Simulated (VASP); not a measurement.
The system is HgTe.

```
Hg Te
1.0
     0.00000    3.18000    3.18000
     3.18000    0.00000    3.18000
     3.18000    3.18000    0.00000
Hg Te
1 1
Direct
  0.00000 0.00000 0.00000
  0.50000 0.50000 0.50000
```

```yaml
Program: VASP 6.6.1
Task: relaxation of cell and atoms
Functional: RPBE
Dispersion: D4
Potentials_or_basis: VASP PAW PBE potentials, release 64 (Hg, Te)
Cutoff: 600 eV
k_mesh: 7 × 7 × 7
Occupations: fermi-dirac, width 0.05 eV
Spin: no spin polarisation
```

At the start: pressure -6.2 GPa; volume 32.16 Å³/atom.

**Question.** How do energy, volume and symmetry change on relaxing?

**Answer.** Over 3 steps the energy falls by 115.6 meV/atom and the volume is 27.15 Å³/atom (-15.6 %); space group Fm-3m (No. 225, to 0.05 Å).

Step by step:
| step | energy change (eV) | largest force (eV/Å) | pressure (GPa) | volume (Å³) |
| --- | --- | --- | --- | --- |
| 1 | 0.0000 | 0.0000 | -6.15 | 64.31 |
| 2 | -0.2288 | 0.0000 | 0.93 | 53.49 |
| 3 | -0.2312 | 0.0000 | 0.02 | 54.31 |

Final structure:
```xyz
2
Lattice="0.0000 3.0057 3.0057 3.0057 0.0000 3.0057 3.0057 3.0057 0.0000" Properties=species:S:1:pos:R:3 pbc="T T T"
Hg    0.0000    0.0000    0.0000
Te    3.0057    3.0057    3.0057
```

Caveat: the volume moved by over 15 % at a fixed basis, so the end points are rough; the PAW data sets were made with another functional, which shifts forces and pressure a little; the volume moved by -16 % from the deposited cell, more than functionals usually miss; pairwise dispersion overbinds metals, which lowers pressure and volume.
